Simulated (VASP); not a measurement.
# Cu in VASP: single point with PBE

Aim: the single point of Cu with PBE.

Everything below comes from runs of VASP 6.6.1. Logs are shortened: lines on timing, memory, paths and dates and some standing lists are left out, and cuts for length are marked.

## (1) The cell of the first run

The typed cell holds 2 atoms: a = 2.759 Å, b = 2.951 Å, c = 2.951 Å, α = 90.00°, β = 90.00°, γ = 90.00°.

## (2) Single point, PBE

INCAR reads:

```
PREC = Accurate ; ENCUT = 820
EDIFF = 1E-6 ; ISMEAR = 0
SIGMA = 0.15 ; LREAL = False
LASPH = True ; NELM = 120
ALGO = Normal ; ISIF = 2
LWAVE = False ; LCHARG = False
GGA = PE ; NBANDS = 26
GGA_COMPAT = False
```

KPOINTS reads:

```
regular mesh
0
Gamma
  12 12 12
```

POSCAR reads:

```
Cu
1.0
    0.0000000000      0.0000000000     -2.7591133692
    0.0000000000     -2.9510604861      0.0000000000
   -2.9510604861      0.0000000000      0.0000000000
Cu
2
Direct
    0.5001684738      0.4999609362      0.4999791748
   -0.0001684738      0.0000390638      0.0000208252
```

Potentials or basis: VASP PAW PBE potentials, release 64 (Cu_sv_GW).

Started as:

```console
> cat potpaw_PBE.64/Cu_sv_GW/POTCAR > POTCAR
> mpirun -np 1 vasp_std > vasp.out
```

OUTCAR:

```text
PREC = Accurate
   ENCUT = 820
   EDIFF = 1E-6
   ISMEAR = 0
   LREAL = False
   LASPH = True
   NELM = 120
   ISIF = 2
   GGA = PE

 ion  position               nearest neighbor table
   1  0.500  0.500  0.500-   2 2.50   2 2.50   2 2.50   2 2.50   2 2.50   2 2.50   2 2.50   2 2.50

   2  1.000  0.000  0.000-   1 2.50   1 2.50   1 2.50   1 2.50   1 2.50   1 2.50   1 2.50   1 2.50

  LATTYP: Found a simple tetragonal cell.
 ALAT       =     2.9510604861
 C/A-ratio  =     0.9349565630

  Lattice vectors:

 A1 = (   0.0000000000,  -2.9510604861,   0.0000000000)
 A2 = (  -2.9510604861,   0.0000000000,   0.0000000000)
 A3 = (   0.0000000000,   0.0000000000,  -2.7591133692)

Analysis of symmetry for initial positions (statically):
=====================================================================
 Subroutine PRICEL returns:
 Original cell was already a primitive cell.

 Routine SETGRP: Setting up the symmetry group for a
 simple tetragonal supercell.

 Subroutine GETGRP returns: Found  2 space group operations
 (whereof  1 operations were pure point group operations)
 out of a pool of 16 trial point group operations.

The static configuration has the point symmetry C_1 .
 The point group associated with its full space group is S_2 .

Analysis of symmetry for dynamics (positions and initial velocities):
=====================================================================
 Subroutine PRICEL returns:
 Original cell was already a primitive cell.

 Routine SETGRP: Setting up the symmetry group for a
 simple tetragonal supercell.

 Subroutine GETGRP returns: Found  2 space group operations
 (whereof  1 operations were pure point group operations)
 out of a pool of 16 trial point group operations.

The dynamic configuration has the point symmetry C_1 .
 The point group associated with its full space group is S_2 .

 Subroutine INISYM returns: Found  2 space group operations
 (whereof  1 operations are pure point group operations),
 and found     1 'primitive' translations

----------------------------------------------------------------------------------------

                                     Primitive cell

  volume of cell :      24.0285

  direct lattice vectors                    reciprocal lattice vectors
     0.000000000  0.000000000 -2.759113369     0.000000000  0.000000000 -0.362435270
     0.000000000 -2.951060486  0.000000000     0.000000000 -0.338861235  0.000000000
    -2.951060486  0.000000000  0.000000000    -0.338861235  0.000000000  0.000000000

  length of vectors
     2.759113369  2.951060486  2.951060486     0.362435270  0.338861235  0.338861235

  position of ions in fractional coordinates (direct lattice)
     0.500168474  0.499960936  0.499979175
     0.999831526  0.000039064  0.000020825

  ion indices of the primitive-cell ions
   primitive index   ion index
                 1           1
                 2           2

----------------------------------------------------------------------------------------

 KPOINTS: regular mesh

Automatic generation of k-mesh.
 Grid dimensions read from file:
 generate k-points for:   12   12   12

 Generating k-lattice:

  Cartesian coordinates                     Fractional coordinates (reciprocal lattice)
     0.000000000  0.000000000 -0.030202939     0.083333333  0.000000000  0.000000000
     0.000000000 -0.028238436  0.000000000     0.000000000  0.083333333  0.000000000
    -0.028238436  0.000000000  0.000000000     0.000000000  0.000000000  0.083333333

  Length of vectors
     0.030202939  0.028238436  0.028238436

  Shift w.r.t. Gamma in fractional coordinates (k-lattice)
     0.000000000  0.000000000  0.000000000

 Subroutine IBZKPT returns following result:
 ===========================================

 Found    868 irreducible k-points:

 Following reciprocal coordinates:
            Coordinates               Weight
  0.000000  0.000000  0.000000      1.000000
  0.083333  0.000000  0.000000      2.000000
  0.166667  0.000000  0.000000      2.000000
  0.250000  0.000000  0.000000      2.000000
  0.333333  0.000000  0.000000      2.000000
  0.416667  0.000000  0.000000      2.000000
[... 16 lines left out ...]
  0.333333  0.000000  0.083333      2.000000
  0.333333 -0.083333  0.000000      2.000000
 [... further k-points ...]
   k-points           NKPTS =    868   k-points in BZ     NKDIM =    868   number of bands    NBANDS=     26
   number of dos      NEDOS =    301   number of ions     NIONS =      2
   total plane-waves  NPLWV =  21952
   dimension x,y,z NGX =    28 NGY =   28 NGZ =   28
   dimension x,y,z NGXF=    56 NGYF=   56 NGZF=   56
   ions per type =               2
   NGX,Y,Z   is equivalent  to a cutoff of  16.87, 15.77, 15.77 a.u.
   NGXF,Y,Z  is equivalent  to a cutoff of  33.74, 31.55, 31.55 a.u.
 SYSTEM =  unknown system
   PREC   = accura    normal or accurate (medium, high low for compatibility)
   ISTART =      0    job   : 0-new  1-cont  2-samecut
   ICHARG =      2    charge: 1-file 2-atom 10-const
   ISPIN  =      1    spin polarized calculation?
   LNONCOLLINEAR =      F non collinear calculations
   LSORBIT =      F    spin-orbit coupling
   LASPH  =      T    aspherical Exc in radial PAW
   ENCUT  =  820.0 eV  60.27 Ry    7.76 a.u.   6.44  6.89  6.89*2*pi/ulx,y,z
   NELM   =    120;   NELMIN=  2; NELMDL= -5     # of ELM steps
   EDIFF  = 0.1E-05   stopping-criterion for ELM
   LREAL  =      F    real-space projection
   EDIFFG = 0.1E-04   stopping-criterion for IOM
   NSW    =      0    number of steps for IOM
   IBRION =     -1    ionic relax: 0-MD 1-quasi-New 2-CG
   NFREE  =      0    steps in history (QN), initial steepest desc. (CG)
   ISIF   =      2    stress and relaxation
   ISYM   =      2    0-nonsym 1-usesym 2-fastsym
   POTIM  = 0.5000    time-step for ionic-motion
   TEBEG  =    0.0;   TEEND  =   0.0 temperature during run
   PSTRESS=    0.0 pullay stress
   NELECT =      38.0000    total number of electrons
   NUPDOWN=      -1.0000    fix difference up-down
   EMIN   =  10.00;   EMAX   =-10.00  energy-range for DOS
   EFERMI =   0.00;   METHOD = LEGACY
   ISMEAR =     0;   SIGMA  =   0.15  broadening in eV -4-tet -1-fermi 0-gaus
   EFERMI_NEDOS =   21; number of points for ismear=-14 and -15
   IALGO  =     38    algorithm
   IMIX   =      4    mixing-type and parameters
     AMIX     =   0.40;   BMIX     =  1.00
     AMIX_MAG =   1.60;   BMIX_MAG =  1.00
  volume/ion in A,a.u.               =      12.01        81.08
  Fermi-wavevector in a.u.,A,eV,Ry     =   1.907337  3.604344 49.497104  3.637935
  Thomas-Fermi vector in A             =   2.944880
   LORBIT       =      0    0 simple, 1 ext, 2 COOP (PROOUT), +10 PAW based schemes
   GGA     = PE    functional components
   LHFCALC =     F    Hartree Fock is set to
   AEXX    =    0.0000 exact exchange contribution
   IVDW    =     0    specifies the selected vdW correction
   LEPSILON=     F    determine dielectric tensor
   LRPA    =     F    only Hartree local field effects (RPA)
 non-spin polarized calculation
 Gauss-broadening in eV      SIGMA  =   0.15
  energy-cutoff  :      820.00
  volume of cell :       24.03
 maximum number of plane-waves:      1309
 NGX is ok and might be reduce to    28
   NGX = 13   NGY = 13   NGZ = 13

 number of electron      37.9999967 magnetization

 Free energy of the ion-electron system (eV)
  ---------------------------------------------------
  ext. energy  EPLUGINS =         0.00000000
  ---------------------------------------------------
  free energy    TOTEN  =        -7.52594620 eV

  energy without entropy =       -7.51781875  energy(sigma->0) =       -7.52188247

 E-fermi :   7.3906     XC(G=0): -13.2512

 val. band max:        7.3787207500   @ k =   0.3333   0.3333   0.3333
 cond. band min:       7.4075919041   @ k =   0.3333  -0.2500   0.4167
 fundamental gap:      0.0288711542
 Fermi energy:         7.3905576396

 k-point     1 :       0.0000    0.0000    0.0000
  band No.  band energies     occupation
      1    -105.1709      2.00000
      2    -105.1456      2.00000
      3     -62.5672      2.00000
      4     -62.5672      2.00000
      5     -62.5615      2.00000
      6     -62.4923      2.00000
[... 18 lines left out ...]
     25      23.6694      0.00000
     26      31.4872      0.00000

 k-point     2 :       0.0833    0.0000    0.0000
  band No.  band energies     occupation
      1    -105.1702      2.00000
      2    -105.1457      2.00000
      3     -62.5655      2.00000
      4     -62.5655      2.00000
      5     -62.5615      2.00000
      6     -62.4949      2.00000
[... 18 lines left out ...]
     25      25.0276      0.00000
     26      31.5186      0.00000

 k-point     3 :       0.1667    0.0000    0.0000
  band No.  band energies     occupation
      1    -105.1685      2.00000
      2    -105.1467      2.00000
      3     -62.5621      2.00000
      4     -62.5611      2.00000
      5     -62.5611      2.00000
      6     -62.5021      2.00000
[... 18 lines left out ...]
     25      27.9903      0.00000
     26      29.6410      0.00000

 k-point     4 :       0.2500    0.0000    0.0000
  band No.  band energies     occupation
      1    -105.1661      2.00000
      2    -105.1483      2.00000
      3     -62.5624      2.00000
      4     -62.5540      2.00000
      5     -62.5540      2.00000
      6     -62.5133      2.00000
[... 18 lines left out ...]
     25      27.6233      0.00000
     26      27.9590      0.00000
[... 496 lines left out ...]
      1    -105.1629      2.00000
      2    -105.1508      2.00000
      3     -62.5663      2.00000
      4     -62.5441      2.00000
      5     -62.5389      2.00000
      6     -62.5315      2.00000
[... 18 lines left out ...]
     25      23.4552      0.00000
     26      25.7548      0.00000

 k-point    23 :       0.3333    0.0000    0.0833
  band No.  band energies     occupation
      1    -105.1629      2.00000
      2    -105.1508      2.00000
      3     -62.5663      2.00000
      4     -62.5441      2.00000
      5     -62.5389      2.00000
      6     -62.5315      2.00000
[... 18 lines left out ...]
     25      23.4559      0.00000
     26      25.8622      0.00000

 k-point    24 :       0.3333   -0.0833    0.0000
  band No.  band energies     occupation
      1    -105.1629      2.00000
      2    -105.1508      2.00000
      3     -62.5663      2.00000
      4     -62.5441      2.00000
      5     -62.5389      2.00000
      6     -62.5315      2.00000
[... 18 lines left out ...]
     25      23.4561      0.00000
     26      26.1213      0.00000

 [... further k-points ...]
[... 5 lines left out ...]
  --------------------------------------------------------------------------------------
  -------------------------------------------------------------------------------------
  Total       -0.2276542     -0.2276664     -0.3192462     -0.0000056     -0.0000170      0.0000093
  in kB      -15.1796067    -15.1804180    -21.2868060     -0.0003745     -0.0011312      0.0006207
  external PRESSURE =     -17.2156102 kB  Pullay stress =       0.0000000 kB

 VOLUME and BASIS-vectors are now :
 -----------------------------------------------------------------------------
  energy-cutoff  :      820.00
  volume of cell :       24.03
      direct lattice vectors                 reciprocal lattice vectors
     0.000000000  0.000000000 -2.759113369     0.000000000  0.000000000 -0.362435270
     0.000000000 -2.951060486  0.000000000     0.000000000 -0.338861235  0.000000000
    -2.951060486  0.000000000  0.000000000    -0.338861235  0.000000000  0.000000000

 POSITION                                       TOTAL-FORCE (eV/Angst)
 -----------------------------------------------------------------------------------
     -1.47547     -1.47541     -1.38002        -0.000589     -0.001039      0.004765
     -0.00006     -0.00012     -2.75865         0.000589      0.001039     -0.004765
 -----------------------------------------------------------------------------------
    total drift:                               -0.000000     -0.000000     -0.000000

  FREE ENERGIE OF THE ION-ELECTRON SYSTEM (eV)
  ---------------------------------------------------
  free  energy   TOTEN  =        -7.5259461994 eV

  energy  without entropy=       -7.5178187492  energy(sigma->0) =       -7.52188247
```

It took 7.7 min on 1 thread of Intel Xeon Platinum 8559C (Emerald Rapids), shared host; peak memory 1 GiB.

Results:

```
Free energy            : -7.5259 eV
Pressure               : -1.7 GPa
Largest force          : 0.005 eV/Å
Band gap on the k mesh : zero (bands 19 and 20 overlap by 7.56 eV)
```

Forces on the atoms (eV/Å):
```
Cu  -0.001 -0.001  0.005
Cu   0.001  0.001 -0.005
```

Stress tensor (GPa, compression positive):
```
-1.52  0.00  0.00
 0.00 -1.52  0.00
 0.00  0.00 -2.13
```

Levels at points of the mesh, in eV from the Fermi level:
| k point | band 17 | band 18 | band 19 | band 20 | band 21 | band 22 |
| --- | --- | --- | --- | --- | --- | --- |
| (0.00, 0.00, 0.00) | -1.51 | -1.51 | -1.44 | 7.25 | 7.25 | 9.80 |
| (0.50, 0.00, 0.00) | -2.31 | -2.31 | -0.94 | -0.93 | 14.09 | 14.09 |
| (0.00, 0.50, 0.00) | -2.23 | -2.23 | -1.45 | -1.45 | 13.37 | 13.37 |
| (0.00, 0.00, 0.50) | -2.23 | -2.23 | -1.45 | -1.45 | 13.37 | 13.37 |
| (0.50, 0.50, 0.00) | -1.32 | -1.32 | -0.42 | -0.42 | 4.50 | 4.50 |
| (0.50, 0.00, 0.50) | -1.32 | -1.32 | -0.42 | -0.42 | 4.50 | 4.50 |
| (0.00, 0.50, 0.50) | -1.35 | -1.35 | -0.93 | -0.93 | 3.77 | 3.77 |
| (0.50, 0.50, 0.50) | -1.85 | -1.85 | 6.11 | 6.11 | 6.57 | 6.57 |

The gap in the log of VASP goes by the Fermi energy; the results here count the filled bands.